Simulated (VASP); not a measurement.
# Fe (Pm-3m) in VASP: notebook

The runs below take Fe through single point, with r2SCAN.

Program: VASP 6.6.1. These are calculated values, not measurements. Logs are shortened: lines on timing, memory, paths and dates and some standing lists are left out, and cuts for length are marked.

### 1 The cell of the first run

It takes space group Pm-3m (No. 221, cubic). Conventional cell: a = 2.380 Å, b = 2.380 Å, c = 2.380 Å, α = 90.00°, β = 90.00°, γ = 90.00°. Fe (site symmetry m-3m) has 6 Fe at 2.38 Å within 3.1 Å.

### 2 Single point, r2SCAN, collinear spin, ferromagnetic start (volume scaled by 0.96)

POSCAR

```
Fe
1.0
    2.3797035028      0.0000000000      0.0000000000
    0.0000000000      2.3797035028      0.0000000000
    0.0000000000      0.0000000000      2.3797035028
Fe
1
Direct
    0.0000000000      0.0000000000      0.0000000000
```

INCAR.step1

```
SYSTEM = Fe
PREC = Accurate
ENCUT = 520
ISMEAR = -1
SIGMA = 0.05
LREAL = .FALSE.
LASPH = .TRUE.
NELM = 150
ISPIN = 2
MAGMOM = 2.926
LMAXMIX = 4
NBANDS = 14
GGA = PE
ALGO = Normal
EDIFF = 1E-4
LWAVE = .TRUE.
LCHARG = .FALSE.
```

INCAR.step2

```
SYSTEM = Fe
PREC = Accurate
ENCUT = 520
EDIFF = 1E-7
ISMEAR = -1
SIGMA = 0.05
LREAL = .FALSE.
LASPH = .TRUE.
NELM = 150
ALGO = Normal
ISIF = 2
LWAVE = .FALSE.
LCHARG = .TRUE.
ISPIN = 2
MAGMOM = 2.926
LORBIT = 11
LMAXMIX = 4
METAGGA = R2SCAN
LMIXTAU = .TRUE.
LELF = .TRUE.
LVHAR = .TRUE.
NBANDS = 14
ISTART = 1
```

KPOINTS

```
regular mesh
0
G
  15 15 15
  0 0 0
```

Potentials or basis: VASP PAW PBE potentials, release 64 (Fe).

The run is started by

```console
> cat potpaw_PBE.64/Fe/POTCAR > POTCAR
> cp INCAR.step1 INCAR
> mpirun -np 1 vasp_std > vasp.out
> cp INCAR.step2 INCAR
> mpirun -np 1 vasp_std > vasp.out
```

OUTCAR:

```text
SYSTEM = Fe
   PREC = Accurate
   ENCUT = 520
   EDIFF = 1E-7
   ISMEAR = -1
   LREAL = .FALSE.
   LASPH = .TRUE.
   NELM = 150
   ISIF = 2
   ISPIN = 2
   LORBIT = 11
   METAGGA = R2SCAN
   ISTART = 1

 ion  position               nearest neighbor table
   1  0.000  0.000  0.000-

  LATTYP: Found a simple cubic cell.
 ALAT       =     2.3797035028

  Lattice vectors:

 A1 = (   2.3797035028,   0.0000000000,   0.0000000000)
 A2 = (   0.0000000000,   2.3797035028,   0.0000000000)
 A3 = (   0.0000000000,   0.0000000000,   2.3797035028)

Analysis of symmetry for initial positions (statically):
=====================================================================
 Subroutine PRICEL returns:
 Original cell was already a primitive cell.

 Routine SETGRP: Setting up the symmetry group for a
 simple cubic supercell.

 Subroutine GETGRP returns: Found 48 space group operations
 (whereof 48 operations were pure point group operations)
 out of a pool of 48 trial point group operations.

The static configuration has the point symmetry O_h .

Analysis of symmetry for dynamics (positions and initial velocities):
=====================================================================
 Subroutine PRICEL returns:
 Original cell was already a primitive cell.

 Routine SETGRP: Setting up the symmetry group for a
 simple cubic supercell.

 Subroutine GETGRP returns: Found 48 space group operations
 (whereof 48 operations were pure point group operations)
 out of a pool of 48 trial point group operations.

The dynamic configuration has the point symmetry O_h .

Analysis of structural, dynamic, and magnetic symmetry:
=====================================================================
 Subroutine PRICEL returns:
 Original cell was already a primitive cell.

 Routine SETGRP: Setting up the symmetry group for a
 simple cubic supercell.

 Subroutine GETGRP returns: Found 48 space group operations
 (whereof 48 operations were pure point group operations)
 out of a pool of 48 trial point group operations.

The overall configuration has the point symmetry O_h .

 Subroutine INISYM returns: Found 48 space group operations
 (whereof 48 operations are pure point group operations),
 and found     1 'primitive' translations

----------------------------------------------------------------------------------------

                                     Primitive cell

  volume of cell :      13.4762

  direct lattice vectors                    reciprocal lattice vectors
     2.379703503  0.000000000  0.000000000     0.420220418  0.000000000  0.000000000
     0.000000000  2.379703503  0.000000000     0.000000000  0.420220418  0.000000000
     0.000000000  0.000000000  2.379703503     0.000000000  0.000000000  0.420220418

  length of vectors
     2.379703503  2.379703503  2.379703503     0.420220418  0.420220418  0.420220418

  position of ions in fractional coordinates (direct lattice)
     0.000000000  0.000000000  0.000000000

  ion indices of the primitive-cell ions
   primitive index   ion index
                 1           1

----------------------------------------------------------------------------------------

 KPOINTS: regular mesh

Automatic generation of k-mesh.
 Grid dimensions read from file:
 generate k-points for:   15   15   15

 Generating k-lattice:

  Cartesian coordinates                     Fractional coordinates (reciprocal lattice)
     0.028014695  0.000000000  0.000000000     0.066666667  0.000000000  0.000000000
     0.000000000  0.028014695  0.000000000     0.000000000  0.066666667  0.000000000
     0.000000000  0.000000000  0.028014695     0.000000000  0.000000000  0.066666667

  Length of vectors
     0.028014695  0.028014695  0.028014695

  Shift w.r.t. Gamma in fractional coordinates (k-lattice)
     0.000000000  0.000000000  0.000000000

 Subroutine IBZKPT returns following result:
 ===========================================

 Found    120 irreducible k-points:

 Following reciprocal coordinates:
            Coordinates               Weight
  0.000000  0.000000  0.000000      1.000000
  0.066667  0.000000  0.000000      6.000000
  0.133333  0.000000  0.000000      6.000000
  0.200000  0.000000  0.000000      6.000000
  0.266667  0.000000  0.000000      6.000000
  0.333333  0.000000  0.000000      6.000000
[... 16 lines left out ...]
  0.266667  0.200000  0.000000     24.000000
  0.333333  0.200000  0.000000     24.000000
 [... further k-points ...]
   k-points           NKPTS =    120   k-points in BZ     NKDIM =    120   number of bands    NBANDS=     14
   number of dos      NEDOS =    301   number of ions     NIONS =      1
   total plane-waves  NPLWV =   5832
   dimension x,y,z NGX =    18 NGY =   18 NGZ =   18
   dimension x,y,z NGXF=    36 NGYF=   36 NGZF=   36
   ions per type =               1
   NGX,Y,Z   is equivalent  to a cutoff of  12.57, 12.57, 12.57 a.u.
   NGXF,Y,Z  is equivalent  to a cutoff of  25.15, 25.15, 25.15 a.u.
 SYSTEM =  Fe
   PREC   = accura    normal or accurate (medium, high low for compatibility)
   ISTART =      1    job   : 0-new  1-cont  2-samecut
   ICHARG =      0    charge: 1-file 2-atom 10-const
   ISPIN  =      2    spin polarized calculation?
   LNONCOLLINEAR =      F non collinear calculations
   LSORBIT =      F    spin-orbit coupling
   LASPH  =      T    aspherical Exc in radial PAW
   ENCUT  =  520.0 eV  38.22 Ry    6.18 a.u.   4.42  4.42  4.42*2*pi/ulx,y,z
   NELM   =    150;   NELMIN=  2; NELMDL=  0     # of ELM steps
   EDIFF  = 0.1E-06   stopping-criterion for ELM
   LREAL  =      F    real-space projection
   EDIFFG = 0.1E-05   stopping-criterion for IOM
   NSW    =      0    number of steps for IOM
   IBRION =     -1    ionic relax: 0-MD 1-quasi-New 2-CG
   NFREE  =      0    steps in history (QN), initial steepest desc. (CG)
   ISIF   =      2    stress and relaxation
   ISYM   =      2    0-nonsym 1-usesym 2-fastsym
   POTIM  = 0.5000    time-step for ionic-motion
   TEBEG  =    0.0;   TEEND  =   0.0 temperature during run
   PSTRESS=    0.0 pullay stress
   NELECT =       8.0000    total number of electrons
   NUPDOWN=      -1.0000    fix difference up-down
   EMIN   =  10.00;   EMAX   =-10.00  energy-range for DOS
[... 5 lines left out ...]
     AMIX     =   0.40;   BMIX     =  1.00
     AMIX_MAG =   1.60;   BMIX_MAG =  1.00
  volume/ion in A,a.u.               =      13.48        90.94
  Fermi-wavevector in a.u.,A,eV,Ry     =   1.375884  2.600045 25.756620  1.893058
  Thomas-Fermi vector in A             =   2.501180
   LORBIT       =     11    0 simple, 1 ext, 2 COOP (PROOUT), +10 PAW based schemes
   METAGGA = R2SCAN    functional components
   LHFCALC =     F    Hartree Fock is set to
   AEXX    =    0.0000 exact exchange contribution
   IVDW    =     0    specifies the selected vdW correction
   LEPSILON=     F    determine dielectric tensor
   LRPA    =     F    only Hartree local field effects (RPA)
 spin polarized calculation
  energy-cutoff  :      520.00
  volume of cell :       13.48
 maximum number of plane-waves:       374
 NGX is ok and might be reduce to    18
   NGX =  9   NGY =  9   NGZ =  9

 number of electron       8.0000014 magnetization       2.8367905

 Free energy of the ion-electron system (eV)
  ---------------------------------------------------
  ext. energy  EPLUGINS =         0.00000000
  ---------------------------------------------------
  free energy    TOTEN  =       -13.58746670 eV

  energy without entropy =      -13.57630328  energy(sigma->0) =      -13.58188499

 E-fermi :   4.6447     XC(G=0): -13.0523

 val. band max:        4.6416274428   @ k =   0.4667   0.2667   0.0000
 cond. band min:       4.6479416329   @ k =   0.4667   0.4667   0.4667
 fundamental gap:      0.0063141901
 Fermi energy:         4.6447280087

 spin component 1

 k-point     1 :       0.0000    0.0000    0.0000
  band No.  band energies     occupation
      1      -3.5554      1.00000
      2       0.0140      1.00000
      3       0.0141      1.00000
      4       3.1886      1.00000
      5       3.1886      1.00000
      6       3.1886      1.00000
      7      23.7067      0.00000
      8      23.7067      0.00000
      9      23.7067      0.00000
     10      27.3655      0.00000
     11      27.3655      0.00000
     12      32.4933      0.00000
     13      44.8651      0.00000
     14      44.8651      0.00000
[... 375 lines left out ...]
 k-point    24 :       0.3333    0.2000    0.0000
  band No.  band energies     occupation
      1      -0.2946      1.00000
      2       0.6647      1.00000
      3       1.5407      1.00000
      4       2.3597      1.00000
      5       2.8798      1.00000
      6       3.1596      1.00000
      7      12.5667      0.00000
      8      19.9344      0.00000
      9      28.2661      0.00000
     10      29.1492      0.00000
     11      30.0056      0.00000
     12      37.5215      0.00000
     13      38.3312      0.00000
     14      40.2306      0.00000

 [... further k-points ...]

 spin component 2

 k-point     1 :       0.0000    0.0000    0.0000
  band No.  band energies     occupation
      1      -3.7125      1.00000
      2       2.3232      1.00000
      3       2.3242      1.00000
      4       8.1100      0.00000
      5       8.1113      0.00000
      6       8.1114      0.00000
      7      25.2275      0.00000
      8      25.2287      0.00000
      9      25.2288      0.00000
     10      28.2733      0.00000
     11      28.2766      0.00000
     12      32.3870      0.00000
     13      46.5064      0.00000
     14      46.5064      0.00000
[... 375 lines left out ...]
 k-point    24 :       0.3333    0.2000    0.0000
  band No.  band energies     occupation
      1       0.3092      1.00000
      2       3.1176      1.00000
      3       3.9882      1.00000
      4       6.5663      0.00000
      5       7.0393      0.00000
      6       7.7136      0.00000
      7      13.9536      0.00000
      8      21.0581      0.00000
      9      29.5297      0.00000
     10      30.4543      0.00000
     11      30.9876      0.00000
     12      38.4809      0.00000
     13      40.3464      0.00000
     14      41.4767      0.00000

 [... further k-points ...]
[... 5 lines left out ...]
  --------------------------------------------------------------------------------------
  -------------------------------------------------------------------------------------
  Total        0.3548665      0.3548665      0.3548665      0.0000000      0.0000000     -0.0000000
  in kB       42.1897534     42.1897534     42.1897534      0.0000000      0.0000000     -0.0000000
  external PRESSURE =      42.1897534 kB  Pullay stress =       0.0000000 kB

 VOLUME and BASIS-vectors are now :
 -----------------------------------------------------------------------------
  energy-cutoff  :      520.00
  volume of cell :       13.48
      direct lattice vectors                 reciprocal lattice vectors
     2.379703503  0.000000000  0.000000000     0.420220418  0.000000000  0.000000000
     0.000000000  2.379703503  0.000000000     0.000000000  0.420220418  0.000000000
     0.000000000  0.000000000  2.379703503     0.000000000  0.000000000  0.420220418

 POSITION                                       TOTAL-FORCE (eV/Angst)
 -----------------------------------------------------------------------------------
      0.00000      0.00000      0.00000         0.000000      0.000000      0.000000
 -----------------------------------------------------------------------------------
    total drift:                               -0.000000      0.000000      0.000000

  FREE ENERGIE OF THE ION-ELECTRON SYSTEM (eV)
  ---------------------------------------------------
  free  energy   TOTEN  =       -13.5874666999 eV

  energy  without entropy=      -13.5763032830  energy(sigma->0) =      -13.58188499

 total charge

# of ion       s       p       d       tot
------------------------------------------
    1        0.500   0.431   6.231   7.163

 magnetization (x)

# of ion       s       p       d       tot
------------------------------------------
    1        0.009  -0.017   2.870   2.862
```

Wall time 92 s (1 thread of Intel Xeon Platinum 8488C (Sapphire Rapids), shared host); peak memory 0.15 GiB.

What came out:

```yaml
Free_energy: -13.5875 eV
Pressure: 4.2 GPa
Net_moment: 2.84 μB per cell
Site_moments: Fe +2.86 μB
Valence_electrons_inside_the_program's_atomic_spheres: Fe 7.16
```

Caveat: the cell differs from its parent crystal (volume scaled by 0.96); the PAW data sets were made with another functional, which shifts forces and pressure a little.

### 3 Single point, r2SCAN, collinear spin, ferromagnetic start

This run uses another cell than the first one, of 14.04 Å³/atom, 1.042 times its volume.

POSCAR

```
Fe
1.0
    2.4123062323      0.0000000000      0.0000000000
    0.0000000000      2.4123062323      0.0000000000
    0.0000000000      0.0000000000      2.4123062323
Fe
1
Direct
    0.0000000000      0.0000000000      0.0000000000
```

INCAR.step1

```
ALGO     = Normal         # electronic algorithm
EDIFF    = 1E-4           # SCF threshold, eV
ENCUT    = 520            # plane-wave cutoff, eV
GGA      = PE             # functional
ISMEAR   = -1             # smearing method
ISPIN    = 2              # spin polarisation
LASPH    = T              # aspherical terms in the spheres
LCHARG   = F              # write CHGCAR
LMAXMIX  = 4              # l up to which the mixer works
LREAL    = F              # projectors in reciprocal space
LWAVE    = T              # write WAVECAR
MAGMOM   = 2.926          # initial moments
NBANDS   = 14             # bands
NELM     = 150            # most SCF steps
PREC     = Accurate       # precision mode
SIGMA    = 0.05           # smearing width, eV
```

INCAR.step2

```
ALGO     = Normal         # electronic algorithm
EDIFF    = 1E-6           # SCF threshold, eV
ENCUT    = 520            # plane-wave cutoff, eV
ISIF     = 2              # what is computed and relaxed
ISMEAR   = -1             # smearing method
ISPIN    = 2              # spin polarisation
ISTART   = 1            
LASPH    = T              # aspherical terms in the spheres
LCHARG   = T              # write CHGCAR
LELF     = T              # ELF
LMAXMIX  = 4              # l up to which the mixer works
LMIXTAU  = T            
LORBIT   = 11             # projections on sites
LREAL    = F              # projectors in reciprocal space
LVHAR    = T            
LWAVE    = F              # write WAVECAR
MAGMOM   = 2.926          # initial moments
METAGGA  = R2SCAN         # meta-GGA
NBANDS   = 14             # bands
NELM     = 150            # most SCF steps
PREC     = Accurate       # precision mode
SIGMA    = 0.05           # smearing width, eV
```

KPOINTS

```
k-points
0
Gamma
  15 15 15
```

Potentials or basis: VASP PAW PBE potentials, release 64 (Fe).

The run is started by

```console
> cat potpaw_PBE.64/Fe/POTCAR > POTCAR
> cp INCAR.step1 INCAR
> mpirun -np 1 vasp_std > vasp.out
> cp INCAR.step2 INCAR
> mpirun -np 1 vasp_std > vasp.out
```

Wall time 93 s (1 thread of Intel Xeon Platinum 8488C (Sapphire Rapids), shared host); peak memory 0.15 GiB.

Results (log left out):

- Free energy: -13.5950 eV
- Pressure: -0.1 GPa
- Net moment: 2.90 μB per cell
- Site moments: Fe +2.92 μB
- Valence electrons inside the program's atomic spheres: Fe 7.09

Levels at points of the mesh, in eV from the Fermi level:
Spin up:
| k point | band 3 | band 4 | band 5 | band 6 | band 7 | band 8 | band 9 | band 10 |
| --- | --- | --- | --- | --- | --- | --- | --- | --- |
| (0.00, 0.00, 0.00) | -4.56 | -1.62 | -1.62 | -1.62 | 18.49 | 18.49 | 18.49 | 22.05 |
Spin down:
```
           k point  band 1  band 2  band 3  band 4  band 5  band 6  band 7
(0.00, 0.00, 0.00)   -8.20   -2.21   -2.21    3.39    3.39    3.39   20.04
```

Caveat: the PAW data sets were made with another functional, which shifts forces and pressure a little.
